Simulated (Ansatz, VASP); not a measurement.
**Ba in VASP and in Ansatz**

```xyz
1
Lattice="-2.4102 2.4102 2.4102 2.4102 -2.4102 2.4102 2.4102 2.4102 -2.4102" Properties=species:S:1:pos:R:3 pbc="T T T"
Ba    0.0000    0.0000    0.0000
```

Alike in both runs: task single point; functional LDA; k mesh 15 × 15 × 15; occupations fermi-dirac, width 0.1 eV; no spin polarisation.

```csv
,VASP,Ansatz
version,VASP 6.6.1,Ansatz 0.2.0
potentials or method,"VASP PAW LDA potentials, release 64 (Ba_sv), cutoff 520 eV","plane waves (420 eV) with PAW, scalar-relativistic"
valence electrons in the cell,10,10
```

|  | VASP | Ansatz | Ansatz less VASP |
| --- | --- | --- | --- |
| pressure (GPa) | -0.3 | -0.4 | -0.08 |

Ansatz warns that its potentials were made for another functional, while VASP's fit it. LDA's correlation is that of Perdew and Zunger in VASP and of Perdew and Wang (1992) in Ansatz.

Spin-orbit coupling is off throughout.
